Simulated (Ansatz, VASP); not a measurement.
**Se in VASP and in Ansatz**

Contents of INCAR:

```
PREC = Accurate
ENCUT = 600
EDIFF = 1E-6
ISMEAR = -1
SIGMA = 0.1
LREAL = False
LASPH = True
NELM = 80
ALGO = Normal
ISIF = 3
LWAVE = False
LCHARG = False
GGA = RE
IBRION = 2
NSW = 80
EDIFFG = -0.01
```

Contents of KPOINTS:

```
regular mesh
0
Gamma
  12 12 3
```

The input POSCAR:

```
Se
1.0
    3.1360302227      0.0000000000      0.0000000000
   -1.5680151114      2.7158818399      0.0000000000
    0.0000000000      0.0000000000     10.2422747074
Se
4
Direct
    0.0000000000      0.0000000000      0.0000000000
    0.0000000000      0.0000000000      0.5000000000
    0.3333333333      0.6666666667      0.2500000000
    0.6666666667      0.3333333333      0.7500000000
```

Input for Ansatz:

```yaml
crystal:
  lattice:
    - [3.1360302227, 0.0, 0.0]
    - [-1.5680151114, 2.7158818399, 0.0]
    - [0.0, 0.0, 10.2422747074]
  atoms:
    - { symbol: Se, position: [0.0, 0.0, 0.0] }
    - { symbol: Se, position: [0.0, 0.0, 0.5] }
    - { symbol: Se, position: [0.3333333333, 0.6666666667, 0.25] }
    - { symbol: Se, position: [0.6666666667, 0.3333333333, 0.75] }
hamiltonian:
  xc: revpbe
  pseudopotentials:
    kind: paw
    azcp:
      Se: "pseudopotentials/Se.paw.azcp"
basis:
  ecutwfc: 420
  fft_grid_basis: typed
kpoints:
  mp_grid: { grid: [12, 12, 3], shift: [0, 0, 0] }
magnetization:
  spin_polarized: false
scf:
  occupations: { method: fermi_dirac, width: 0.1 }
relax:
  max_steps: 60
  f_tol: 0.01
  cell: {}
```

Alike in both runs: task relaxation of cell and atoms; functional revPBE; k mesh 12 × 12 × 3; occupations fermi-dirac, width 0.1 eV; no spin polarisation.

|  | VASP | Ansatz |
| --- | --- | --- |
| version | VASP 6.6.1 | Ansatz 0.2.0 |
| potentials or method | VASP PAW PBE potentials, release 64 (Se), cutoff 600 eV | plane waves (420 eV) with PAW, scalar-relativistic |
| valence electrons in the cell | 24 | 64 |

Ansatz gave:

| Quantity | Value |
| --- | --- |
| relaxed volume (Å³/atom) | 23.30 |
| relaxed length of the cell vector where the two differ most in proportion (Å) | 7.257 |

Problem. Estimate VASP's values.

Solution. Relaxed volume (Å³/atom): 23.31; relaxed length of the cell vector where the two differ most in proportion (Å): 7.246.

VASP's potentials were made for PBE, not for revPBE. VASP's potentials hold 24 valence electrons a cell and Ansatz's 64, so a difference there can come from the potentials and not from the codes.
